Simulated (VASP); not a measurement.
## ZnS: single point with PBE

Crystal: ZnS.

```
Zn S
1.0
     2.70465   -2.70465    0.00000
     2.70465    0.00000   -2.70465
     9.01568    3.60611    3.60611
Zn S
3 3
Direct
  0.58331 0.58331 0.12503
  0.47217 0.47217 0.79170
  0.02774 0.02774 0.45837
  0.08328 0.08328 0.87503
  0.63885 0.63885 0.54170
  0.19442 0.19442 0.20837
```

This cell differs from its parent crystal: the part above a cut slid along it.

```yaml
Program: VASP 6.6.1
Task: single point
Functional: PBE
Potentials_or_basis: VASP PAW PBE potentials, release 64 (Zn, S)
Cutoff: 520 eV
k_mesh: 8 × 8 × 3
Occupations: gaussian, width 0.05 eV
Spin: no spin polarisation
Dipole_correction: no
Further_INCAR_settings: ALGO = Normal; EDIFF = 1e-07; NBANDS = 36
```

| Item | Value |
| --- | --- |
| Pressure | 0.4 GPa |
| Largest force | 0.446 eV/Å |
| Band gap on the k mesh | 1.60 eV |

Forces on the atoms (eV/Å):
```
Zn   0.001  0.001  0.001
Zn   0.011  0.011  0.011
Zn   0.162  0.162  0.162
S    0.258  0.258  0.258
S   -0.179 -0.179 -0.179
S   -0.253 -0.253 -0.253
```

Stress tensor (GPa, compression positive):
```
0.39 0.54 0.54
0.54 0.38 0.54
0.54 0.54 0.38
```

Levels at points of the mesh, in eV from the valence-band top:
```tsv
k point	band 25	band 26	band 27	band 28	band 29	band 30
(0.00, 0.00, 0.00)	-0.05	-0.05	0.00	1.60	3.10	3.47
(0.50, 0.00, 0.00)	-1.51	-1.12	-0.91	1.83	3.69	4.25
(0.50, 0.50, 0.00)	-1.51	-1.12	-0.91	1.83	3.69	4.25
```

Wall time 3.3 min on 1 thread of AMD EPYC 7R13 Processor (Zen 3), with other jobs on the host, peak memory 0.32 GiB.

Caveat: the cell differs from its parent crystal (the part above a cut slid along it). A k mesh can miss the band edges.
